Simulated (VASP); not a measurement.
CdH2O2:

```
Cd H O
1.0
     3.93960    0.00000    0.00000
    -1.96980    3.41179    0.00000
     0.00000    0.00000    4.55681
Cd H O
1 2 2
Direct
  0.33333 0.66667 0.98730
  0.00000 0.00000 0.00808
  0.66667 0.33333 0.43189
  0.00000 0.00000 0.78619
  0.66667 0.33333 0.21189
```

Base run:

```yaml
Program: VASP 6.6.1
Functional: PBEsol
Dispersion: D3(BJ)
Potentials_or_basis: VASP PAW PBE potentials, release 64 (Cd, H, O)
Cutoff: 520 eV
k_mesh: 6 × 6 × 4
Occupations: gaussian, width 0.01 eV
Spin: no spin polarisation
```

Its results: band gap on the k mesh 0.94 eV, indirect (least direct gap 1.46 eV); pressure -10.0 GPa; largest force 1.389 eV/Å.

Task: The run is repeated on the same cell with these changes: potentials or basis from VASP PAW PBE potentials, release 64 (Cd, H, O) to VASP PAW PBE potentials, release 64 (Cd_sv_GW, H, O); cutoff from 520 eV to 600 eV; further incar settings from ALGO = Normal; EDIFF = 1e-07; NBANDS = 21 to ALGO = Normal; EDIFF = 1e-06; NBANDS = 25; valence electrons from 26 to 34. What comes out?

Result: Band gap on the k mesh 0.95 eV, indirect (least direct gap 1.47 eV); pressure -10.6 GPa; largest force 1.417 eV/Å.

Caveats: the PAW data sets were made with another functional, which shifts forces and pressure a little.

A k mesh can miss the band edges.
